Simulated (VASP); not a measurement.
# As in VASP: further runs

Runs on As. Level: LDA. Tasks: single point.

Program: VASP 6.6.1. These are calculated values, not measurements. Logs are shortened: lines on timing, memory, paths and dates and some standing lists are left out, and cuts for length are marked.

## (1) The cell of the first run

The cell holds a slab with vacuum, 2 atoms: a = 3.407 Å, b = 3.407 Å, c = 28.000 Å, α = 90.00°, β = 90.00°, γ = 120.00°.

## (2) Single point, LDA

The input, INCAR:

```
PREC = Accurate
ENCUT = 520
EDIFF = 1E-6
ISMEAR = 0
SIGMA = 0.02
LREAL = F
LASPH = T
NELM = 60
ALGO = Normal
ISIF = 2
LWAVE = F
LCHARG = T
LDIPOL = T
IDIPOL = 3
DIPOL = 0.5 0.5 0.500
GGA = CA
LELF = T
LVHAR = T
LVACPOTAV = T
NBANDS = 12
```

The input, KPOINTS:

```
Automatic mesh
0
Gamma
  9 9 1
```

The input, POSCAR:

```
As
1.0
    3.4070000000      0.0000000000      0.0000000000
   -1.7035000000      2.9505485507      0.0000000000
    0.0000000000      0.0000000000     28.0000000000
As
2
Direct
    0.3333333333      0.6666666667      0.5211428571
    0.6666666667      0.3333333333      0.4788571429
```

Potentials or basis: VASP PAW LDA potentials, release 64 (As).

On the command line:

```console
> cat potpaw_LDA.64/As/POTCAR > POTCAR
> mpirun -np 1 vasp_std > vasp.out
```

OUTCAR:

```text
PREC = Accurate
   ENCUT = 520
   EDIFF = 1E-6
   ISMEAR = 0
   LREAL = F
   LASPH = T
   NELM = 60
   ISIF = 2
   GGA = CA

 ion  position               nearest neighbor table
   1  0.333  0.667  0.521-   2 2.30   2 2.30   2 2.30
   2  0.667  0.333  0.479-   1 2.30   1 2.30   1 2.30

  LATTYP: Found a hexagonal cell.
 ALAT       =     3.4070000000
 C/A-ratio  =     8.2183739360

  Lattice vectors:

 A1 = (   3.4070000000,   0.0000000000,   0.0000000000)
 A2 = (  -1.7035000000,   2.9505485507,   0.0000000000)
 A3 = (   0.0000000000,   0.0000000000,  28.0000000000)

Analysis of symmetry for initial positions (statically):
=====================================================================
 Subroutine PRICEL returns:
 Original cell was already a primitive cell.

 Routine SETGRP: Setting up the symmetry group for a
 hexagonal supercell.

 Subroutine GETGRP returns: Found 12 space group operations
 (whereof 12 operations were pure point group operations)
 out of a pool of 24 trial point group operations.

The static configuration has the point symmetry D_3d.

Analysis of symmetry for dynamics (positions and initial velocities):
=====================================================================
 Subroutine PRICEL returns:
 Original cell was already a primitive cell.

 Routine SETGRP: Setting up the symmetry group for a
 hexagonal supercell.

 Subroutine GETGRP returns: Found 12 space group operations
 (whereof 12 operations were pure point group operations)
 out of a pool of 24 trial point group operations.

The dynamic configuration has the point symmetry D_3d.

 Subroutine INISYM returns: Found 12 space group operations
 (whereof 12 operations are pure point group operations),
 and found     1 'primitive' translations

----------------------------------------------------------------------------------------

                                     Primitive cell

  volume of cell :     281.4705

  direct lattice vectors                    reciprocal lattice vectors
     3.407000000  0.000000000  0.000000000     0.293513355  0.169460014  0.000000000
    -1.703500000  2.950548551  0.000000000     0.000000000  0.338920029  0.000000000
     0.000000000  0.000000000 28.000000000     0.000000000  0.000000000  0.035714286

  length of vectors
     3.407000000  3.407000000 28.000000000     0.338920029  0.338920029  0.035714286

  position of ions in fractional coordinates (direct lattice)
     0.333333333  0.666666667  0.521142857
     0.666666667  0.333333333  0.478857143

[... 76 lines left out ...]
   EMIN   =  10.00;   EMAX   =-10.00  energy-range for DOS
   EFERMI =   0.00;   METHOD = LEGACY
   ISMEAR =     0;   SIGMA  =   0.02  broadening in eV -4-tet -1-fermi 0-gaus
   EFERMI_NEDOS =   21; number of points for ismear=-14 and -15
   IALGO  =     38    algorithm
   IMIX   =      4    mixing-type and parameters
     AMIX     =   0.40;   BMIX     =  1.00
     AMIX_MAG =   1.60;   BMIX_MAG =  1.00
  volume/ion in A,a.u.               =     140.74       949.73
  Fermi-wavevector in a.u.,A,eV,Ry     =   0.538184  1.017020  3.940814  0.289642
  Thomas-Fermi vector in A             =   1.564297
   LORBIT       =      0    0 simple, 1 ext, 2 COOP (PROOUT), +10 PAW based schemes
   GGA     = CA    functional components
   LHFCALC =     F    Hartree Fock is set to
   AEXX    =    0.0000 exact exchange contribution
   IVDW    =     0    specifies the selected vdW correction
   LEPSILON=     F    determine dielectric tensor
   LRPA    =     F    only Hartree local field effects (RPA)
 non-spin polarized calculation
 Gauss-broadening in eV      SIGMA  =   0.02
  energy-cutoff  :      520.00
  volume of cell :      281.47
 maximum number of plane-waves:      7621
 NGX is ok and might be reduce to    28
   NGX = 13   NGY = 13   NGZ =105

 number of electron      10.0000001 magnetization

 dipolmoment           0.000000      0.000000     -0.000000 electrons x Angstroem

 Free energy of the ion-electron system (eV)
  ---------------------------------------------------
  ext. energy  EPLUGINS =         0.00000000
  ---------------------------------------------------
  free energy    TOTEN  =        -9.94786479 eV

  energy without entropy =       -9.94786479  energy(sigma->0) =       -9.94786479

 E-fermi :  -4.2138     XC(G=0):  -1.9777

 val. band max:       -4.3421839440   @ k =   0.2222   0.0000   0.0000
 cond. band min:      -2.8410468224   @ k =   0.3333  -0.0000   0.0000
 fundamental gap:      1.5011371216
 Fermi energy:        -4.2138060206

 k-point     1 :       0.0000    0.0000    0.0000
  band No.  band energies     occupation
      1     -19.7410      2.00000
      2     -11.2600      2.00000
      3      -4.9367      2.00000
      4      -4.9367      2.00000
      5      -4.6392      2.00000
      6      -2.0829      0.00000
      7      -0.6080      0.00000
      8      -0.6080      0.00000
      9       0.7815      0.00000
     10       1.3288      0.00000
     11       1.7015      0.00000
     12       1.8881      0.00000
[... 151 lines left out ...]
 k-point    12 :       0.3333    0.3333    0.0000
  band No.  band energies     occupation
      1     -15.3271      2.00000
      2     -15.3271      2.00000
      3     -10.2740      2.00000
      4      -6.3346      2.00000
      5      -6.3346      2.00000
      6      -2.0921      0.00000
      7       1.3813      0.00000
      8       1.3813      0.00000
      9       4.0031      0.00000
     10       4.9106      0.00000
     11       4.9106      0.00000
     12       5.5388      0.00000

------------------------ aborting loop because EDIFF is reached ----------------------------------------

  FORCE on cell =-STRESS in cart. coord.  units (eV):
  Direction    XX          YY          ZZ          XY          YZ          ZX
  --------------------------------------------------------------------------------------
  -------------------------------------------------------------------------------------
  Total        4.3428038      4.3428038      4.6938971      0.0000000     -0.0000000      0.0000000
  in kB       24.7199654     24.7199654     26.7184475      0.0000000     -0.0000000      0.0000000
  external PRESSURE =      25.3861261 kB  Pullay stress =       0.0000000 kB

 VOLUME and BASIS-vectors are now :
 -----------------------------------------------------------------------------
  energy-cutoff  :      520.00
  volume of cell :      281.47
      direct lattice vectors                 reciprocal lattice vectors
     3.407000000  0.000000000  0.000000000     0.293513355  0.169460014  0.000000000
    -1.703500000  2.950548551  0.000000000     0.000000000  0.338920029  0.000000000
     0.000000000  0.000000000 28.000000000     0.000000000  0.000000000  0.035714286

 POSITION                                       TOTAL-FORCE (eV/Angst)
 -----------------------------------------------------------------------------------
     -0.00000      1.96703     14.59200         0.000000      0.000000      3.965542
      1.70350      0.98352     13.40800        -0.000000     -0.000000     -3.965542
 -----------------------------------------------------------------------------------
    total drift:                                0.000000     -0.000000     -0.000000

  FREE ENERGIE OF THE ION-ELECTRON SYSTEM (eV)
  ---------------------------------------------------
  free  energy   TOTEN  =        -9.9478647908 eV

  energy  without entropy=       -9.9478647908  energy(sigma->0) =       -9.94786479

 vacuum level on the upper side and lower side of the slab         1.586         1.586
```

OSZICAR:

```text
N       E                     dE             d eps       ncg     rms          rms(c)
DAV:   1     0.663868086901E+02    0.66387E+02   -0.27890E+03   288   0.522E+02
DAV:   2    -0.348738658434E+01   -0.69874E+02   -0.61166E+02   444   0.981E+01
DAV:   3    -0.100152532446E+02   -0.65279E+01   -0.65129E+01   388   0.383E+01
DAV:   4    -0.101272415435E+02   -0.11199E+00   -0.11194E+00   436   0.598E+00
DAV:   5    -0.101277879312E+02   -0.54639E-03   -0.54636E-03   400   0.359E-01    0.495E+00
DAV:   6    -0.100009646939E+02    0.12682E+00   -0.69326E-02   360   0.117E+00    0.294E+00
DAV:   7    -0.994812538291E+01    0.52839E-01   -0.11913E-01   356   0.154E+00    0.167E-01
DAV:   8    -0.994762055934E+01    0.50482E-03   -0.45504E-03   328   0.359E-01    0.451E-02
DAV:   9    -0.994768091934E+01   -0.60360E-04   -0.11500E-04   452   0.614E-02    0.177E-02
DAV:  10    -0.994772038931E+01   -0.39470E-04   -0.65137E-06   356   0.123E-02    0.734E-03
DAV:  11    -0.994776645210E+01   -0.46063E-04   -0.52518E-06   364   0.867E-03    0.323E-03
DAV:  12    -0.994783558570E+01   -0.69134E-04   -0.20574E-05   328   0.120E-02    0.626E-03
DAV:  13    -0.994784474582E+01   -0.91601E-05   -0.51052E-07   428   0.278E-03    0.316E-03
DAV:  14    -0.994785472527E+01   -0.99795E-05   -0.44305E-07   348   0.222E-03    0.136E-03
DAV:  15    -0.994785805070E+01   -0.33254E-05   -0.12334E-07   340   0.122E-03    0.134E-03
DAV:  16    -0.994786261232E+01   -0.45616E-05   -0.15807E-07   360   0.973E-04    0.179E-04
DAV:  17    -0.994786431152E+01   -0.16992E-05   -0.44535E-08   356   0.399E-04    0.200E-04
DAV:  18    -0.994786479078E+01   -0.47925E-06   -0.59482E-09   296   0.163E-04
   1 F= -.99478648E+01 E0= -.99478648E+01  d E =-.106714E-20
```

Run time: 77 s. Hardware: 1 thread of Intel Xeon 6975P-C (Granite Rapids), shared host; peak memory 0.29 GiB.

What came out:

| Quantity | Value |
| --- | --- |
| Free energy | -9.9479 eV |
| Largest force | 3.966 eV/Å |
| Band gap on the k mesh | 1.50 eV (least direct gap 1.88 eV) |

Forces on the atoms (eV/Å):
```
As   0.000  0.000  3.966
As   0.000  0.000 -3.966
```

Levels at points of the mesh, in eV from the valence-band top:
| k point | band 2 | band 3 | band 4 | band 5 | band 6 | band 7 | band 8 | band 9 |
| --- | --- | --- | --- | --- | --- | --- | --- | --- |
| (0.00, 0.00, 0.00) | -6.92 | -0.59 | -0.59 | -0.30 | 2.26 | 3.73 | 3.73 | 5.12 |

## (3) Single point, LDA

Changes to INCAR since step 2:

```diff
@@ -2,3 +2,3 @@
 ENCUT = 520
-EDIFF = 1E-6
+EDIFF = 1E-7
 ISMEAR = 0
@@ -7,3 +7,3 @@
 LASPH = T
-NELM = 60
+NELM = 100
 ALGO = Normal
```

KPOINTS is that of step 2.

The input, POSCAR:

```
As
1.0
    3.4070000000      0.0000000000      0.0000000000
   -1.7035000000      2.9505485507      0.0000000000
    0.0000000000      0.0000000000     28.0000000000
As
2
Direct
    0.3333333333      0.6666666667      0.5317142857
    0.6666666667      0.3333333333      0.4682857143
```

Potentials or basis: VASP PAW LDA potentials, release 64 (As).

On the command line:

```console
> cat potpaw_LDA.64/As/POTCAR > POTCAR
> mpirun -np 1 vasp_std > vasp.out
```

It took 97 s on 1 thread of Intel Xeon 6975P-C (Granite Rapids), shared host; peak memory 0.3 GiB.

The run converged. Its results:

- Free energy: -9.7580 eV
- Largest force: 2.827 eV/Å
- Band gap on the k mesh: zero (bands 5 and 6 overlap by 1.11 eV)
- Work function of the upper face: 4.17 eV
- Work function of the lower face: 4.17 eV

Forces in eV/Å, atoms in the order of the input:
```
As   0.000  0.000 -2.827
As   0.000  0.000  2.827
```

Levels at points of the mesh, in eV from the Fermi level:
```tsv
k point	band 3	band 4	band 5	band 6	band 7	band 8
(0.00, 0.00, 0.00)	-3.01	0.69	0.69	1.64	3.07	3.07
```

## (4) Single point, LDA

The input, INCAR:

```
PREC = Accurate
ENCUT = 520
EDIFF = 1E-6
ISMEAR = 0
SIGMA = 0.02
LREAL = False
LASPH = True
NELM = 100
ALGO = Normal
ISIF = 2
LWAVE = False
LCHARG = False
LDIPOL = True
IDIPOL = 3
DIPOL = 0.5 0.5 0.500
NBANDS = 12
```

The input, KPOINTS:

```
regular mesh
0
Gamma
  9 9 1
```

The input, POSCAR:

```
As
1.0
    3.4070000000      0.0000000000      0.0000000000
   -1.7035000000      2.9505485507      0.0000000000
    0.0000000000      0.0000000000     28.0000000000
As
2
Direct
    0.3333333333      0.6666666667      0.5052857143
    0.6666666667      0.3333333333      0.4947142857
```

On the command line:

```console
> cat potpaw_LDA.64/As/POTCAR > POTCAR
> mpirun -np 1 vasp_std > vasp.out
```

It took 84 s on 1 thread of Intel Xeon 6975P-C (Granite Rapids), shared host; peak memory 0.29 GiB.

The run converged. Its results:

```yaml
Free_energy: -4.0951 eV
Largest_force: 4.293 eV/Å
Band_gap_on_the_k_mesh: zero (bands 5 and 6 overlap by 2.29 eV)
```

Forces in eV/Å, atoms in the order of the input:
```
As   0.000  0.000  4.293
As   0.000  0.000 -4.293
```

Levels at points of the mesh, in eV from the Fermi level:
| k point | band 3 | band 4 | band 5 | band 6 | band 7 | band 8 |
| --- | --- | --- | --- | --- | --- | --- |
| (0.00, 0.00, 0.00) | -5.00 | -5.00 | -0.73 | 1.11 | 1.33 | 1.33 |

## (5) Single point, LDA

The input, INCAR:

```
SYSTEM = As
  PREC = Accurate
  ENCUT = 520
  EDIFF = 1E-7
  ISMEAR = 0
  SIGMA = 0.02
  LREAL = .False.
  LASPH = .True.
  NELM = 60
  ALGO = Normal
  ISIF = 2
  LWAVE = .False.
  LCHARG = .False.
  LDIPOL = .True.
  IDIPOL = 3
  DIPOL = 0.5 0.5 0.500
  GGA = CA
  NBANDS = 12
```

The input, KPOINTS:

```
regular mesh
0
Gamma
  9 9 1
  0 0 0
```

The input, POSCAR:

```
As
1.0
    3.4070000000      0.0000000000      0.0000000000
   -1.7035000000      2.9505485507      0.0000000000
    0.0000000000      0.0000000000     28.0000000000
As
2
Direct
    0.3333333333      0.6666666667      0.5158571429
    0.6666666667      0.3333333333      0.4841428571
```

On the command line:

```console
> cat potpaw_LDA.64/As/POTCAR > POTCAR
> mpirun -np 1 vasp_std > vasp.out
```

Wall time 82 s (1 thread of Intel Xeon 6975P-C (Granite Rapids), shared host); peak memory 0.29 GiB.

It converged, with:

* Free energy: -8.1036 eV
* Largest force: 7.421 eV/Å
* Band gap on the k mesh: zero (bands 5 and 6 overlap by 0.15 eV)

Forces in eV/Å, atoms in the order of the input:
```
As   0.000  0.000  7.421
As   0.000  0.000 -7.421
```

Levels at points of the mesh, in eV from the Fermi level:
```
           k point  band 1  band 2  band 3  band 4  band 5  band 6  band 7  band 8  band 9  band 10
(0.00, 0.00, 0.00)  -17.45   -7.16   -2.86   -2.86   -0.15    0.42    2.32    2.32    4.32     4.91
```

## (6) Single point, LDA

The input, INCAR:

```
SYSTEM = As
PREC = Accurate
ENCUT = 520
EDIFF = 1E-6
ISMEAR = 0
SIGMA = 0.02
LREAL = .FALSE.
LASPH = .TRUE.
NELM = 60
ALGO = Normal
ISIF = 2
LWAVE = .FALSE.
LCHARG = .FALSE.
LDIPOL = .TRUE.
IDIPOL = 3
DIPOL = 0.5 0.5 0.500
GGA = CA
NBANDS = 12
```

The input, KPOINTS:

```
Automatic mesh
0
G
  9 9 1
  0 0 0
```

The input, POSCAR:

```
As
1.0
    3.4070000000      0.0000000000      0.0000000000
   -1.7035000000      2.9505485507      0.0000000000
    0.0000000000      0.0000000000     28.0000000000
As
2
Direct
    0.3333333333      0.6666666667      0.5264285714
    0.6666666667      0.3333333333      0.4735714286
```

Potentials or basis: VASP PAW LDA potentials, release 64 (As).

On the command line:

```console
> cat potpaw_LDA.64/As/POTCAR > POTCAR
> mpirun -np 1 vasp_std > vasp.out
```

It took 70 s on 1 thread of Intel Xeon 6975P-C (Granite Rapids), shared host; peak memory 0.29 GiB.

It converged, with:

```
Free energy            : -10.3833 eV
Largest force          : 0.838 eV/Å
Band gap on the k mesh : 0.60 eV (least direct gap 2.16 eV)
```

Forces on the atoms (eV/Å):
```
As   0.000  0.000 -0.838
As   0.000  0.000  0.838
```

Levels at points of the mesh, in eV from the valence-band top:
```
           k point  band 2  band 3  band 4  band 5  band 6  band 7  band 8  band 9
(0.00, 0.00, 0.00)   -8.55   -2.06    0.00    0.00    2.16    3.33    3.33    4.13
```

## (7) Single point, LDA

The input, INCAR:

```
PREC = Accurate
ENCUT = 520
EDIFF = 1E-6
ISMEAR = 0
SIGMA = 0.02
LREAL = False
LASPH = True
NELM = 80
ALGO = Normal
ISIF = 2
LWAVE = False
LCHARG = False
LDIPOL = True
IDIPOL = 3
DIPOL = 0.5 0.5 0.500
GGA = CA
NBANDS = 12
```

The input, KPOINTS:

```
Automatic mesh
0
Gamma
  9 9 1
```

The input, POSCAR:

```
As
1.0
    3.4070000000      0.0000000000      0.0000000000
   -1.7035000000      2.9505485507      0.0000000000
    0.0000000000      0.0000000000     28.0000000000
As
2
Direct
    0.3333333333      0.6666666667      0.5370000000
    0.6666666667      0.3333333333      0.4630000000
```

On the command line:

```console
> cat potpaw_LDA.64/As/POTCAR > POTCAR
> mpirun -np 1 vasp_std > vasp.out
```

Run time: 82 s. Hardware: 1 thread of Intel Xeon 6975P-C (Granite Rapids), shared host; peak memory 0.3 GiB.

It converged, with:

* Free energy: -8.8558 eV
* Largest force: 2.450 eV/Å
* Band gap on the k mesh: zero (bands 5 and 6 overlap by 2.31 eV)

Forces in eV/Å, atoms in the order of the input:
```
As   0.000  0.000 -2.450
As   0.000  0.000  2.450
```

Levels at points of the mesh, in eV from the Fermi level:
```csv
k point,band 3,band 4,band 5,band 6,band 7,band 8
"(0.00, 0.00, 0.00)",-3.07,1.36,1.63,1.63,3.23,3.23
```

## (8) Overview

```tsv
cell	gap on the mesh (eV)	largest force (eV/Å)
as given, atomic positions A	1.50	3.97
as given, atomic positions B	none	2.83
as given, atomic positions C	none	4.29
as given, atomic positions D	none	7.42
as given, atomic positions E	0.60	0.84
as given, atomic positions F	none	2.45
```

Alike in all rows: task single point; level LDA; potentials or basis VASP PAW LDA potentials, release 64 (As); no spin polarisation; k mesh 9 × 9 × 1; cutoff (eV) 520; smearing gaussian 0.02 eV.

Total energies depend on the potentials used, so only differences within one code and one set of settings carry meaning.
